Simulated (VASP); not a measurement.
# HgH2 (P4_2/mnm) in VASP: relaxation of cell and atoms with r2SCAN+rVV10

Aim: the relaxation of cell and atoms of HgH2 with r2SCAN+rVV10.

Program: VASP 6.6.1. These are calculated values, not measurements. Logs are shortened: lines on timing, memory, paths and dates and some standing lists are left out, and cuts for length are marked.

## Step 1: The cell of the first run

It takes space group P4_2/mnm (No. 136, tetragonal). The conventional cell has a = 5.125 Å, b = 5.125 Å, c = 3.344 Å, α = 90.00°, β = 90.00°, γ = 90.00°. Within 2.2 Å of Hg (site symmetry mmm) lie 2 H at 1.67 Å. H (site symmetry m2m) has 1 Hg at 1.67 Å within 2.2 Å.

## Step 2: Relaxation of cell and atoms, r2SCAN+rVV10

POSCAR

```
HgH2
1.0
    5.1248239960      0.0000000000      0.0000000000
    0.0000000000      5.1248239960      0.0000000000
    0.0000000000      0.0000000000      3.3438433776
Hg H
2 4
Direct
    0.0000000000      0.0000000000      0.0000000000
    0.5000000000      0.5000000000      0.5000000000
    0.2303881340      0.2303881340      0.0000000000
    0.2696118660      0.7303881340      0.5000000000
    0.7303881340      0.2696118660      0.5000000000
    0.7696118660      0.7696118660      0.0000000000
```

INCAR.step1

```
  ALGO = Normal
  EDIFF = 1E-4
  ENCUT = 600
  GGA = PE
  ISMEAR = -1
  LASPH = True
  LCHARG = False
  LREAL = False
  LWAVE = True
  NELM = 100
  PREC = Accurate
  SIGMA = 0.03
```

INCAR.step2

```
  ALGO = Normal
  BPARAM = 11.95
  CPARAM = 0.0093
  EDIFF = 1E-7
  EDIFFG = -0.01
  ENCUT = 600
  IBRION = 2
  ISIF = 3
  ISMEAR = -1
  ISTART = 1
  IVDW_NL = 2
  LASPH = True
  LCHARG = False
  LMIXTAU = True
  LREAL = False
  LUSE_VDW = True
  LWAVE = False
  METAGGA = R2SCAN
  NELM = 100
  NSW = 100
  PREC = Accurate
  SIGMA = 0.03
```

KPOINTS

```
k-points
0
Gamma
  4 4 8
```

Potentials or basis: VASP PAW PBE potentials, release 64 (Hg, H).

Launch:

```bash
> cat potpaw_PBE.64/Hg/POTCAR potpaw_PBE.64/H/POTCAR > POTCAR
> cp INCAR.step1 INCAR
> mpirun -np 1 vasp_std > vasp.out
> cp INCAR.step2 INCAR
> mpirun -np 1 vasp_std > vasp.out
```

OUTCAR:

```text
BPARAM = 11.95
   EDIFF = 1E-7
   EDIFFG = -0.01
   ENCUT = 600
   IBRION = 2
   ISIF = 3
   ISMEAR = -1
   ISTART = 1
   IVDW_NL = 2
   LASPH = True
   LREAL = False
   METAGGA = R2SCAN
   NELM = 100
   NSW = 100
   PREC = Accurate

 ion  position               nearest neighbor table
   1  0.000  0.000  0.000-   3 1.67   6 1.67
   2  0.500  0.500  0.500-   4 1.67   5 1.67
   3  0.230  0.230  0.000-   1 1.67
   4  0.270  0.730  0.500-   2 1.67
   5  0.730  0.270  0.500-   2 1.67
   6  0.770  0.770  0.000-   1 1.67

  LATTYP: Found a simple tetragonal cell.
 ALAT       =     5.1248239960
 C/A-ratio  =     0.6524796520

  Lattice vectors:

 A1 = (   5.1248239960,   0.0000000000,   0.0000000000)
 A2 = (   0.0000000000,   5.1248239960,   0.0000000000)
 A3 = (   0.0000000000,   0.0000000000,   3.3438433776)

Analysis of symmetry for initial positions (statically):
=====================================================================
 Subroutine PRICEL returns:
 Original cell was already a primitive cell.

 Routine SETGRP: Setting up the symmetry group for a
 simple tetragonal supercell.

 Subroutine GETGRP returns: Found 16 space group operations
 (whereof  8 operations were pure point group operations)
 out of a pool of 16 trial point group operations.

The static configuration has the point symmetry D_2h.
 The point group associated with its full space group is D_4h.

Analysis of symmetry for dynamics (positions and initial velocities):
=====================================================================
 Subroutine PRICEL returns:
 Original cell was already a primitive cell.

 Routine SETGRP: Setting up the symmetry group for a
 simple tetragonal supercell.

 Subroutine GETGRP returns: Found 16 space group operations
 (whereof  8 operations were pure point group operations)
 out of a pool of 16 trial point group operations.

The dynamic configuration has the point symmetry D_2h.
 The point group associated with its full space group is D_4h.

 Subroutine INISYM returns: Found 16 space group operations
 (whereof  8 operations are pure point group operations),
 and found     1 'primitive' translations

----------------------------------------------------------------------------------------

                                     Primitive cell

  volume of cell :      87.8221
[... 105 lines left out ...]
   POTIM  = 0.5000    time-step for ionic-motion
   TEBEG  =    0.0;   TEEND  =   0.0 temperature during run
   PSTRESS=    0.0 pullay stress
   NELECT =      28.0000    total number of electrons
   NUPDOWN=      -1.0000    fix difference up-down
   EMIN   =  10.00;   EMAX   =-10.00  energy-range for DOS
   EFERMI =   0.00;   METHOD = LEGACY
   ISMEAR =    -1;   SIGMA  =   0.03  broadening in eV -4-tet -1-fermi 0-gaus
   EFERMI_NEDOS =   21; number of points for ismear=-14 and -15
   IALGO  =     38    algorithm
   IMIX   =      4    mixing-type and parameters
     AMIX     =   0.40;   BMIX     =  1.00
     AMIX_MAG =   1.60;   BMIX_MAG =  1.00
  volume/ion in A,a.u.               =      14.64        98.78
  Fermi-wavevector in a.u.,A,eV,Ry     =   1.118389  2.113449 17.018086  1.250794
  Thomas-Fermi vector in A             =   2.255020
   LORBIT       =      0    0 simple, 1 ext, 2 COOP (PROOUT), +10 PAW based schemes
   METAGGA = R2SCAN    functional components
   LHFCALC =     F    Hartree Fock is set to
   AEXX    =    0.0000 exact exchange contribution
   IVDW_NL    =     2    kernel type
   BPARAM     =11.9500
   IVDW    =     0    specifies the selected vdW correction
   LEPSILON=     F    determine dielectric tensor
   LRPA    =     F    only Hartree local field effects (RPA)
 conjugate gradient relaxation of ions
 non-spin polarized calculation
  energy-cutoff  :      600.00
  volume of cell :       87.82
 maximum number of plane-waves:      2960
 NGX is ok and might be reduce to    42
   NGX = 21   NGY = 21   NGZ = 13

--------------------------------------- Ionic step        1  -------------------------------------------

 number of electron      27.9999999 magnetization

 Free energy of the ion-electron system (eV)
  ---------------------------------------------------
  ext. energy  EPLUGINS =         0.00000000
  ---------------------------------------------------
  free energy    TOTEN  =      -109.84862943 eV

  energy without entropy =     -109.84862943  energy(sigma->0) =     -109.84862943

------------------------ aborting loop because EDIFF is reached ----------------------------------------

  FORCE on cell =-STRESS in cart. coord.  units (eV):
  Direction    XX          YY          ZZ          XY          YZ          ZX
  --------------------------------------------------------------------------------------
  -------------------------------------------------------------------------------------
  Total        0.1366438      0.1366438      0.5506977     -0.0000000      0.0000000      0.0000000
  in kB        2.4928537      2.4928537     10.0466204     -0.0000000      0.0000000      0.0000000
  external PRESSURE =       5.0107759 kB  Pullay stress =       0.0000000 kB
[... 267 lines left out ...]
--------------------------------------- Ionic step        8  -------------------------------------------

 number of electron      27.9999995 magnetization

 Free energy of the ion-electron system (eV)
  ---------------------------------------------------
  ext. energy  EPLUGINS =         0.00000000
  ---------------------------------------------------
  free energy    TOTEN  =      -109.85949969 eV

  energy without entropy =     -109.85949969  energy(sigma->0) =     -109.85949969

 E-fermi :  -1.4022     XC(G=0):  -8.9965

 val. band max:       -2.0413386875   @ k =   0.2500   0.2500   0.0000
 cond. band min:       0.4422385112   @ k =   0.5000   0.5000   0.5000
 fundamental gap:      2.4835771987
 Fermi energy:        -1.4021504492

 k-point     1 :       0.0000    0.0000    0.0000
  band No.  band energies     occupation
      1      -9.7605      2.00000
      2      -9.5190      2.00000
      3      -7.6915      2.00000
      4      -7.6724      2.00000
      5      -7.5873      2.00000
      6      -7.2948      2.00000
[... 481 lines left out ...]
      5      -7.5617      2.00000
      6      -7.5617      2.00000
[... 10 lines left out ...]
     17       3.3805      0.00000
     18       3.3805      0.00000

 [... further k-points ...]

------------------------ aborting loop because EDIFF is reached ----------------------------------------

  FORCE on cell =-STRESS in cart. coord.  units (eV):
  Direction    XX          YY          ZZ          XY          YZ          ZX
  --------------------------------------------------------------------------------------
  -------------------------------------------------------------------------------------
  Total       -0.0034430     -0.0034430      0.0108273     -0.0000000      0.0000000      0.0000000
  in kB       -0.0600394     -0.0600394      0.1888100     -0.0000000      0.0000000      0.0000000
  external PRESSURE =       0.0229104 kB  Pullay stress =       0.0000000 kB
[... 21 lines left out ...]
  FREE ENERGIE OF THE ION-ELECTRON SYSTEM (eV)
  ---------------------------------------------------
  free  energy   TOTEN  =      -109.8594996935 eV

  energy  without entropy=     -109.8594996935  energy(sigma->0) =     -109.85949969

 reached required accuracy - stopping structural energy minimisation
```

OUTCAR.step1:

```text
EDIFF = 1E-4
   ENCUT = 600
   GGA = PE
   ISMEAR = -1
   LASPH = True
   LREAL = False
[... 742 lines left out ...]
      1.38171      3.74311      1.67192        -0.049775      0.049775     -0.000000
      3.74311      1.38171      1.67192         0.049775     -0.049775     -0.000000
      3.94413      3.94413      0.00000        -0.049775     -0.049775     -0.000000
 -----------------------------------------------------------------------------------
    total drift:                                0.000000     -0.000000     -0.000000

  FREE ENERGIE OF THE ION-ELECTRON SYSTEM (eV)
  ---------------------------------------------------
  free  energy   TOTEN  =       -11.9135354594 eV

  energy  without entropy=      -11.9135354594  energy(sigma->0) =      -11.91353546
```

OSZICAR.step1:

```text
N       E                     dE             d eps       ncg     rms          rms(c)
DAV:   1     0.195927582979E+03    0.19593E+03   -0.14676E+04  1080   0.157E+03
DAV:   2    -0.539329555075E+01   -0.20132E+03   -0.19375E+03  1138   0.348E+02
DAV:   3    -0.131898062183E+02   -0.77965E+01   -0.77691E+01  1214   0.731E+01
DAV:   4    -0.132316790390E+02   -0.41873E-01   -0.41847E-01  1214   0.498E+00
DAV:   5    -0.132318824445E+02   -0.20341E-03   -0.20339E-03  1180   0.317E-01    0.110E+01
DAV:   6    -0.121070910611E+02    0.11248E+01   -0.20946E+00  1252   0.173E+01    0.608E+00
DAV:   7    -0.119198558153E+02    0.18724E+00   -0.89599E-01  1134   0.629E+00    0.218E+00
DAV:   8    -0.119128647009E+02    0.69911E-02   -0.83151E-02  1182   0.305E+00    0.403E-01
DAV:   9    -0.119131343597E+02   -0.26966E-03   -0.26508E-03  1132   0.562E-01    0.204E-01
DAV:  10    -0.119135369300E+02   -0.40257E-03   -0.80792E-04  1090   0.242E-01    0.179E-02
DAV:  11    -0.119135354594E+02    0.14705E-05   -0.56264E-06   572   0.192E-02
   1 F= -.11913535E+02 E0= -.11913535E+02  d E =-.232987E-10
```

Wall time 20 min (1 thread of Intel Xeon Platinum 8488C (Sapphire Rapids), shared host); peak memory 0.46 GiB.

Results:

- Free energy: -109.8595 eV
- Relaxed volume: 15.31 Å³/atom
- Relaxed cell: a = 5.165 Å, b = 5.165 Å, c = 3.444 Å, α = 90.00°, β = 90.00°, γ = 90.00°
- Space group after relaxing (to 0.1 Å): P4_2/mnm (No. 136)
- Energy gained by relaxing: 1.8 meV/atom
- Ionic steps: 8
- Pressure after relaxing: 0.0 GPa
- Band gap on the k mesh: 2.48 eV (least direct gap 3.43 eV)

Forces in eV/Å, atoms in the order of the input:
```
Hg   0.000  0.000  0.000
Hg   0.000  0.000  0.000
H    0.002  0.002  0.000
H   -0.002  0.002  0.000
H    0.002 -0.002  0.000
H   -0.002 -0.002  0.000
```

Step by step:
| step | energy change (eV) | largest force (eV/Å) | pressure (GPa) | volume (Å³) |
| --- | --- | --- | --- | --- |
| 1 | 0.0000 | 0.0586 | 0.50 | 87.82 |
| 2 | -0.0031 | 0.0463 | 0.43 | 88.40 |
| 3 | -0.0092 | 0.0084 | 0.24 | 90.16 |
| 4 | -0.0083 | 0.0721 | 0.00 | 93.74 |
| 5 | -0.0108 | 0.0289 | 0.11 | 91.82 |
| 6 | -0.0108 | 0.0270 | 0.12 | 91.73 |
| 7 | -0.0105 | 0.0442 | -0.23 | 92.16 |
| 8 | -0.0109 | 0.0025 | 0.00 | 91.88 |

Final structure:
```yaml
crystal:
  lattice:
    - [5.16531, 0.00000, 0.00000]
    - [0.00000, 5.16531, 0.00000]
    - [0.00000, 0.00000, 3.44361]
  atoms:
    - { symbol: Hg, position: [0.00000, 0.00000, 0.00000] }
    - { symbol: Hg, position: [0.50000, 0.50000, 0.50000] }
    - { symbol: H, position: [0.22790, 0.22790, 0.00000] }
    - { symbol: H, position: [0.27210, 0.72790, 0.50000] }
    - { symbol: H, position: [0.72790, 0.27210, 0.50000] }
    - { symbol: H, position: [0.77210, 0.77210, 0.00000] }
```

Levels at points of the mesh, in eV from the valence-band top:
```tsv
k point	band 10	band 11	band 12	band 13	band 14	band 15	band 16	band 17	band 18
(0.00, 0.00, 0.00)	-4.99	-4.89	-1.96	-1.96	-1.51	5.11	6.93	7.63	7.63
(0.50, 0.00, 0.00)	-5.03	-4.70	-4.70	-0.18	-0.18	4.07	4.07	9.25	9.25
(0.50, 0.50, 0.00)	-4.99	-3.50	-3.50	-2.61	-2.61	7.41	7.41	8.07	8.07
(0.00, 0.00, 0.50)	-4.98	-2.33	-2.33	-0.59	-0.59	3.78	3.78	6.89	6.89
(0.50, 0.00, 0.50)	-4.90	-1.76	-1.76	-1.73	-1.73	4.05	4.05	7.15	7.15
(0.50, 0.50, 0.50)	-4.95	-1.75	-1.75	-0.95	-0.95	2.48	2.48	5.01	5.01
```

Caveat: the structure was generated, so it needn't be the stable form of HgH2; the PAW data sets were made with another functional, which shifts forces and pressure a little; spin-orbit coupling is left out, which moves the levels of the heavy elements.
